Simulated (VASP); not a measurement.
# Sb (Fm-3m) in VASP: a series of runs, part 2 of 2

VASP 6.6.1.

## (3) Single point, LDA

This run uses another cell than the first one, of 26.67 Å³/atom, 0.980 times its volume.

The input, INCAR:

```
SYSTEM = Sb
ALGO = Normal
EDIFF = 1E-7
ENCUT = 520
ISIF = 2
ISMEAR = -1
LASPH = .TRUE.
LCHARG = .FALSE.
LREAL = .FALSE.
LWAVE = .FALSE.
NBANDS = 8
NELM = 80
PREC = Accurate
SIGMA = 0.05
```

The input, KPOINTS:

```
k-points
0
G
  10 10 10
  0 0 0
```

The input, POSCAR:

```
Sb
1.0
    0.0000000000      2.3712425216      2.3712425216
    2.3712425216      0.0000000000      2.3712425216
    2.3712425216      2.3712425216      0.0000000000
Sb
1
Direct
    0.0000000000      0.0000000000      0.0000000000
```

Potentials or basis: VASP PAW LDA potentials, release 64 (Sb).

Run with:

```sh
> cat potpaw_LDA.64/Sb/POTCAR > POTCAR
> mpirun -np 1 vasp_std > vasp.out
```

Wall time 10 s (1 thread of Intel Xeon 8259CL, shared host); peak memory 0.14 GiB.

The run converged. Its results:

```yaml
Free_energy: -4.5271 eV
Pressure: -2.2 GPa
```

Levels at points of the mesh, in eV from the Fermi level:
| k point | band 1 | band 2 | band 3 | band 4 | band 5 |
| --- | --- | --- | --- | --- | --- |
| (0.00, 0.00, 0.00) | -12.98 | 5.33 | 5.33 | 5.33 | 9.83 |
| (0.50, 0.00, 0.00) | -9.21 | -5.82 | 3.64 | 3.64 | 8.21 |
| (0.50, 0.50, 0.00) | -7.58 | -4.92 | 0.39 | 0.39 | 4.22 |

Caveat: spin-orbit coupling is left out, which moves the levels of the heavy elements.

## (4) Single point, LDA (volume scaled by 0.94)

The input, INCAR:

```
SYSTEM = Sb
PREC = Accurate
ENCUT = 520
EDIFF = 1E-6
ISMEAR = -1
SIGMA = 0.05
LREAL = .False.
LASPH = .True.
NELM = 60
ALGO = Normal
ISIF = 2
LWAVE = .False.
LCHARG = .False.
NBANDS = 8
```

The input, KPOINTS:

```
regular mesh
0
Gamma
  10 10 10
  0 0 0
```

The input, POSCAR:

```
Sb
1.0
    0.0000000000      2.3228362346      2.3228362346
    2.3228362346      0.0000000000      2.3228362346
    2.3228362346      2.3228362346      0.0000000000
Sb
1
Direct
    0.0000000000      0.0000000000      0.0000000000
```

Potentials or basis: VASP PAW LDA potentials, release 64 (Sb).

Run with:

```sh
> cat potpaw_LDA.64/Sb/POTCAR > POTCAR
> mpirun -np 1 vasp_std > vasp.out
```

OUTCAR:

```text
SYSTEM = Sb
   PREC = Accurate
   ENCUT = 520
   EDIFF = 1E-6
   ISMEAR = -1
   LREAL = .False.
   LASPH = .True.
   NELM = 60
   ISIF = 2

 ion  position               nearest neighbor table
   1  0.000  0.000  0.000-

  LATTYP: Found a face centered cubic cell.
 ALAT       =     4.6456724692

  Lattice vectors:

 A1 = (   0.0000000000,   2.3228362346,   2.3228362346)
 A2 = (   2.3228362346,   0.0000000000,   2.3228362346)
 A3 = (   2.3228362346,   2.3228362346,   0.0000000000)

Analysis of symmetry for initial positions (statically):
=====================================================================
 Subroutine PRICEL returns:
 Original cell was already a primitive cell.

 Routine SETGRP: Setting up the symmetry group for a
 face centered cubic supercell.

 Subroutine GETGRP returns: Found 48 space group operations
[... 9 lines left out ...]

 Routine SETGRP: Setting up the symmetry group for a
 face centered cubic supercell.

 Subroutine GETGRP returns: Found 48 space group operations
[... 11 lines left out ...]
                                     Primitive cell

  volume of cell :      25.0660

[... 129 lines left out ...]
  free energy    TOTEN  =        -4.53025725 eV

  energy without entropy =       -4.52367822  energy(sigma->0) =       -4.52696773

 E-fermi :   9.3454     XC(G=0): -10.6837

 val. band max:        9.2542506964   @ k =  -0.4000   0.4000   0.1000
 cond. band min:       9.3558837977   @ k =  -0.2000   0.2000   0.0000
 fundamental gap:      0.1016331013
 Fermi energy:         9.3453819252

 k-point     1 :       0.0000    0.0000    0.0000
  band No.  band energies     occupation
      1      -4.1413      2.00000
      2      15.1458      0.00000
      3      15.1458      0.00000
      4      15.1458      0.00000
      5      19.3607      0.00000
      6      19.3607      0.00000
      7      19.3607      0.00000
      8      19.7024      0.00000
[... 243 lines left out ...]
 k-point    24 :       0.4000    0.3000    0.0000
  band No.  band energies     occupation
      1      -0.6272      2.00000
      2       7.3010      2.00000
      3       9.5978      0.01275
      4      10.5715      0.00000
      5      14.5871      0.00000
      6      15.8788      0.00000
      7      24.0341      0.00000
      8      24.8451      0.00000

 [... further k-points ...]
[... 5 lines left out ...]
  --------------------------------------------------------------------------------------
  -------------------------------------------------------------------------------------
  Total        0.2820483      0.2820483      0.2820483      0.0000000      0.0000000     -0.0000000
  in kB       18.0280307     18.0280307     18.0280307      0.0000000      0.0000000     -0.0000000
  external PRESSURE =      18.0280307 kB  Pullay stress =       0.0000000 kB

 VOLUME and BASIS-vectors are now :
 -----------------------------------------------------------------------------
  energy-cutoff  :      520.00
  volume of cell :       25.07
      direct lattice vectors                 reciprocal lattice vectors
     0.000000000  2.322836235  2.322836235    -0.215254090  0.215254090  0.215254090
     2.322836235  0.000000000  2.322836235     0.215254090 -0.215254090  0.215254090
     2.322836235  2.322836235  0.000000000     0.215254090  0.215254090 -0.215254090

 POSITION                                       TOTAL-FORCE (eV/Angst)
 -----------------------------------------------------------------------------------
      0.00000      0.00000      0.00000         0.000000     -0.000000      0.000000
 -----------------------------------------------------------------------------------
    total drift:                                0.000000     -0.000000     -0.000000

  FREE ENERGIE OF THE ION-ELECTRON SYSTEM (eV)
  ---------------------------------------------------
  free  energy   TOTEN  =        -4.5302572517 eV

  energy  without entropy=       -4.5236782163  energy(sigma->0) =       -4.52696773
```

OSZICAR:

```text
N       E                     dE             d eps       ncg     rms          rms(c)
DAV:   1     0.463110914417E+01    0.46311E+01   -0.15975E+03   760   0.404E+02
DAV:   2    -0.443824615263E+01   -0.90694E+01   -0.88779E+01  1112   0.542E+01
DAV:   3    -0.453802645275E+01   -0.99780E-01   -0.99168E-01   920   0.618E+00
DAV:   4    -0.453828977652E+01   -0.26332E-03   -0.26332E-03  1120   0.387E-01
DAV:   5    -0.453829008928E+01   -0.31276E-06   -0.31239E-06   920   0.987E-03    0.203E+00
DAV:   6    -0.453315786664E+01    0.51322E-02   -0.16679E-03   944   0.181E-01    0.117E+00
DAV:   7    -0.453027122359E+01    0.28866E-02   -0.32252E-03   832   0.251E-01    0.259E-02
DAV:   8    -0.453025756735E+01    0.13656E-04   -0.31346E-05  1024   0.445E-02    0.861E-03
DAV:   9    -0.453025725174E+01    0.31561E-06   -0.37970E-07  1072   0.447E-03
   1 F= -.45302573E+01 E0= -.45269677E+01  d E =-.657904E-02
```

Wall time 5.1 s (1 thread of Intel Xeon 8259CL, shared host); peak memory 0.13 GiB.

What came out:

| Quantity | Value |
| --- | --- |
| Free energy | -4.5303 eV |
| Pressure | 1.8 GPa |

Caveat: the cell differs from its parent crystal (volume scaled by 0.94); spin-orbit coupling is left out, which moves the levels of the heavy elements.

## (5) Overview

| cell | gap on the mesh (eV) | pressure (GPa) |
| --- | --- | --- |
| a = 3.376 Å, angles 60.0°, 1 atom | none | -3.4 |
| a = 3.353 Å, angles 60.0°, 1 atom | none | -2.2 |
| a = 3.285 Å, angles 60.0°, 1 atom | none | 1.8 |

Alike in all rows: task single point; level LDA; potentials or basis VASP PAW LDA potentials, release 64 (Sb); no spin polarisation; k mesh 10 × 10 × 10; cutoff (eV) 520; smearing fermi-dirac 0.05 eV.

Caveats: spin-orbit coupling is left out, which moves the levels of the heavy elements.

Total energies depend on the potentials used, so only differences within one code and one set of settings carry meaning.
